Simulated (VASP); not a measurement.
# GdN (zincblende type) (F-43m) in VASP: relaxation of cell and atoms with PBE

Aim: the relaxation of cell and atoms of GdN (zincblende type) with PBE.

All numbers are computed with VASP 6.6.1; they aren't measurements. Logs are shortened: lines on timing, memory, paths and dates and some standing lists are left out, and cuts for length are marked.

### 1 The cell of the first run

The structure is cubic, space group F-43m (No. 216). The conventional cell has a = 5.305 Å, b = 5.305 Å, c = 5.305 Å, α = 90.00°, β = 90.00°, γ = 90.00°. Gd (site symmetry -43m) has 4 N at 2.30 Å within 3.0 Å. N (site symmetry -43m) has 4 Gd at 2.30 Å within 3.0 Å.

### 2 Relaxation of cell and atoms, PBE, collinear spin, ferromagnetic start

File INCAR:

```
PREC = Accurate
ENCUT = 600
EDIFF = 1E-7
ISMEAR = -1
SIGMA = 0.03
LREAL = F
LASPH = T
NELM = 150
ALGO = Normal
ISIF = 3
LWAVE = F
LCHARG = F
ISPIN = 2
MAGMOM = 7 0
LORBIT = 11
LMAXMIX = 6
GGA = PE
IBRION = 2
NSW = 100
EDIFFG = -0.005
```

File KPOINTS:

```
Automatic mesh
0
Gamma
  12 12 12
```

File POSCAR:

```
GdN
1.0
    0.0000000000      2.6522965445      2.6522965445
    2.6522965445      0.0000000000      2.6522965445
    2.6522965445      2.6522965445      0.0000000000
Gd N
1 1
Direct
    0.0000000000      0.0000000000      0.0000000000
    0.2500000000      0.2500000000      0.2500000000
```

Potentials or basis: VASP PAW PBE potentials, release 64 (Gd, N).

Started as:

```console
> cat potpaw_PBE.64/Gd/POTCAR potpaw_PBE.64/N/POTCAR > POTCAR
> mpirun -np 1 vasp_std > vasp.out
```

OUTCAR:

```text
PREC = Accurate
   ENCUT = 600
   EDIFF = 1E-7
   ISMEAR = -1
   LREAL = F
   LASPH = T
   NELM = 150
   ISIF = 3
   ISPIN = 2
   LORBIT = 11
   GGA = PE
   IBRION = 2
   NSW = 100
   EDIFFG = -0.005

 ion  position               nearest neighbor table
   1  0.000  0.000  0.000-   2 2.30   2 2.30   2 2.30   2 2.30
   2  0.250  0.250  0.250-   1 2.30   1 2.30   1 2.30   1 2.30

  LATTYP: Found a face centered cubic cell.
 ALAT       =     5.3045930890

  Lattice vectors:

 A1 = (   0.0000000000,   2.6522965445,   2.6522965445)
 A2 = (   2.6522965445,   0.0000000000,   2.6522965445)
 A3 = (   2.6522965445,   2.6522965445,   0.0000000000)

Analysis of symmetry for initial positions (statically):
=====================================================================
 Subroutine PRICEL returns:
 Original cell was already a primitive cell.

 Routine SETGRP: Setting up the symmetry group for a
 face centered cubic supercell.

 Subroutine GETGRP returns: Found 24 space group operations
 (whereof 24 operations were pure point group operations)
 out of a pool of 48 trial point group operations.

The static configuration has the point symmetry T_d .

Analysis of symmetry for dynamics (positions and initial velocities):
=====================================================================
 Subroutine PRICEL returns:
 Original cell was already a primitive cell.

 Routine SETGRP: Setting up the symmetry group for a
 face centered cubic supercell.

 Subroutine GETGRP returns: Found 24 space group operations
 (whereof 24 operations were pure point group operations)
 out of a pool of 48 trial point group operations.

The dynamic configuration has the point symmetry T_d .

Analysis of structural, dynamic, and magnetic symmetry:
=====================================================================
 Subroutine PRICEL returns:
 Original cell was already a primitive cell.

 Routine SETGRP: Setting up the symmetry group for a
 face centered cubic supercell.

 Subroutine GETGRP returns: Found 24 space group operations
 (whereof 24 operations were pure point group operations)
 out of a pool of 48 trial point group operations.

The overall configuration has the point symmetry T_d .

 Subroutine INISYM returns: Found 24 space group operations
 (whereof 24 operations are pure point group operations),
[... 106 lines left out ...]
   PSTRESS=    0.0 pullay stress
   NELECT =      23.0000    total number of electrons
   NUPDOWN=      -1.0000    fix difference up-down
   EMIN   =  10.00;   EMAX   =-10.00  energy-range for DOS
   EFERMI =   0.00;   METHOD = LEGACY
   ISMEAR =    -1;   SIGMA  =   0.03  broadening in eV -4-tet -1-fermi 0-gaus
   EFERMI_NEDOS =   21; number of points for ismear=-14 and -15
   IALGO  =     38    algorithm
   IMIX   =      4    mixing-type and parameters
     AMIX     =   0.40;   BMIX     =  1.00
     AMIX_MAG =   1.60;   BMIX_MAG =  1.00
  volume/ion in A,a.u.               =      18.66       125.91
  Fermi-wavevector in a.u.,A,eV,Ry     =   1.393217  2.632798 26.409630  1.941053
  Thomas-Fermi vector in A             =   2.516884
   LORBIT       =     11    0 simple, 1 ext, 2 COOP (PROOUT), +10 PAW based schemes
   GGA     = PE    functional components
   LHFCALC =     F    Hartree Fock is set to
   AEXX    =    0.0000 exact exchange contribution
   IVDW    =     0    specifies the selected vdW correction
   LEPSILON=     F    determine dielectric tensor
   LRPA    =     F    only Hartree local field effects (RPA)
 conjugate gradient relaxation of ions
 spin polarized calculation
  energy-cutoff  :      600.00
  volume of cell :       37.32
 maximum number of plane-waves:      1267
 NGX is ok and might be reduce to    30
   NGX = 15   NGY = 15   NGZ = 15

--------------------------------------- Ionic step        1  -------------------------------------------

 number of electron      23.0000004 magnetization       7.0000964

 Free energy of the ion-electron system (eV)
  ---------------------------------------------------
  ext. energy  EPLUGINS =         0.00000000
  ---------------------------------------------------
  free energy    TOTEN  =       -22.83118520 eV

  energy without entropy =      -22.83118520  energy(sigma->0) =      -22.83118520

------------------------ aborting loop because EDIFF is reached ----------------------------------------

  FORCE on cell =-STRESS in cart. coord.  units (eV):
  Direction    XX          YY          ZZ          XY          YZ          ZX
  --------------------------------------------------------------------------------------
  -------------------------------------------------------------------------------------
  Total        0.4957953      0.4957953      0.4957953      0.0000000      0.0000000      0.0000000
  in kB       21.2871108     21.2871108     21.2871108      0.0000000      0.0000000      0.0000000
  external PRESSURE =      21.2871108 kB  Pullay stress =       0.0000000 kB
[... 59 lines left out ...]
--------------------------------------- Ionic step        3  -------------------------------------------

 number of electron      23.0000006 magnetization       7.0000010

 Free energy of the ion-electron system (eV)
  ---------------------------------------------------
  ext. energy  EPLUGINS =         0.00000000
  ---------------------------------------------------
  free energy    TOTEN  =       -22.83598436 eV

  energy without entropy =      -22.83598436  energy(sigma->0) =      -22.83598436

 E-fermi :   2.7062     XC(G=0): -10.2392

 val. band max:        2.0670871043   @ k =   0.5000   0.5000   0.0000
 cond. band min:       3.2528150640   @ k =   0.0000   0.0000   0.0000
 fundamental gap:      1.1857279597
 Fermi energy:         2.7062078954

 spin component 1

 k-point     1 :       0.0000    0.0000    0.0000
  band No.  band energies     occupation
      1     -41.0907      1.00000
      2     -18.3052      1.00000
      3     -18.3052      1.00000
      4     -18.3052      1.00000
      5     -10.0373      1.00000
      6      -0.9266      1.00000
[... 517 lines left out ...]
     18       7.1381      0.00000
     19       9.5098      0.00000

 [... further k-points ...]

 spin component 2

 k-point     1 :       0.0000    0.0000    0.0000
  band No.  band energies     occupation
      1     -37.9869      1.00000
      2     -16.1032      1.00000
      3     -16.1032      1.00000
      4     -16.1032      1.00000
      5     -10.0027      1.00000
      6       0.2654      1.00000
[... 548 lines left out ...]
  FREE ENERGIE OF THE ION-ELECTRON SYSTEM (eV)
  ---------------------------------------------------
  free  energy   TOTEN  =       -22.8359843553 eV

  energy  without entropy=      -22.8359843553  energy(sigma->0) =      -22.83598436

 reached required accuracy - stopping structural energy minimisation

 total charge

# of ion       s       p       d       f       tot
--------------------------------------------------
    1        2.046   5.631   0.594   7.003  15.273
    2        1.257   2.405   0.000   0.000   3.661
--------------------------------------------------
tot          3.302   8.036   0.594   7.003  18.935

 magnetization (x)

# of ion       s       p       d       f       tot
--------------------------------------------------
    1       -0.000  -0.081   0.067   6.802   6.788
    2       -0.007  -0.049   0.000   0.000  -0.056
--------------------------------------------------
tot         -0.008  -0.129   0.067   6.802   6.733
```

OSZICAR:

```text
N       E                     dE             d eps       ncg     rms          rms(c)
DAV:   1     0.150101753034E+03    0.15010E+03   -0.95900E+03  7036   0.713E+03
DAV:   2     0.554012661961E+01   -0.14456E+03   -0.12705E+03  7130   0.409E+02
[... 66 lines left out ...]
DAV:   7    -0.228360016311E+02   -0.49802E-04   -0.36383E-04 10221   0.296E-01    0.373E-01
DAV:   8    -0.228359852584E+02    0.16373E-04   -0.94555E-05  9700   0.965E-02    0.137E-01
DAV:   9    -0.228359846492E+02    0.60912E-06   -0.12605E-05  9749   0.514E-02    0.527E-02
DAV:  10    -0.228359843393E+02    0.30993E-06   -0.27537E-06  9106   0.514E-02    0.245E-02
DAV:  11    -0.228359844160E+02   -0.76661E-07   -0.15292E-06  9273   0.113E-02    0.980E-03
DAV:  12    -0.228359843553E+02    0.60698E-07   -0.73224E-08  4683   0.496E-03
   3 F= -.22835984E+02 E0= -.22835984E+02  d E =-.479915E-02  mag=     7.0000
```

CONTCAR:

```text
GdN
   1.00000000000000
     0.0000000000000000    2.6696398197190314    2.6696398197190314
     2.6696398197190314    0.0000000000000000    2.6696398197190314
     2.6696398197190314    2.6696398197190314    0.0000000000000000
  Gd              N
     1     1
Direct
     0.0000000000000000    0.0000000000000000    0.0000000000000000
     0.2500000000000000    0.2500000000000000    0.2500000000000000

  0.00000000E+00  0.00000000E+00  0.00000000E+00
  0.00000000E+00  0.00000000E+00  0.00000000E+00
```

It took 19 min on 1 thread of Intel Xeon 8259CL, shared host; peak memory 0.29 GiB.

What came out:

| Item | Value |
| --- | --- |
| Free energy | -22.8360 eV |
| Relaxed volume | 19.03 Å³/atom |
| Relaxed cell | a = 3.775 Å, b = 3.775 Å, c = 3.775 Å, α = 60.00°, β = 60.00°, γ = 60.00° |
| Space group after relaxing (to 0.1 Å) | F-43m (No. 216) |
| Energy gained by relaxing | 2.4 meV/atom |
| Ionic steps | 3 |
| Pressure after relaxing | 0.0 GPa |
| Band gap on the k mesh | 1.19 eV (least direct gap 1.85 eV) |
| Net moment | 7.00 μB per cell |
| Site moments | Gd +6.79; N -0.06 μB |
| Valence electrons inside the program's atomic spheres | Gd 15.27; N 3.66 |

The path:
```tsv
step	energy change (eV)	largest force (eV/Å)	pressure (GPa)	volume (Å³)
1	0.0000	0.0000	2.13	37.32
2	-0.0016	0.0000	-1.67	38.67
3	-0.0048	0.0000	0.00	38.05
```

Final structure:
```xyz
2
Lattice="0.0000 2.6696 2.6696 2.6696 0.0000 2.6696 2.6696 2.6696 0.0000" Properties=species:S:1:pos:R:3 pbc="T T T"
Gd    0.0000    0.0000    0.0000
N     1.3348    1.3348    1.3348
```

Caveat: spin-orbit coupling is left out, which moves the levels of the heavy elements; a cell with one magnetic atom can't hold antiferromagnetic order, which such compounds often take; semilocal functionals describe open f shells poorly, which spoils levels, moments and volumes. The state reached can hang on the start; a lower one may exist.
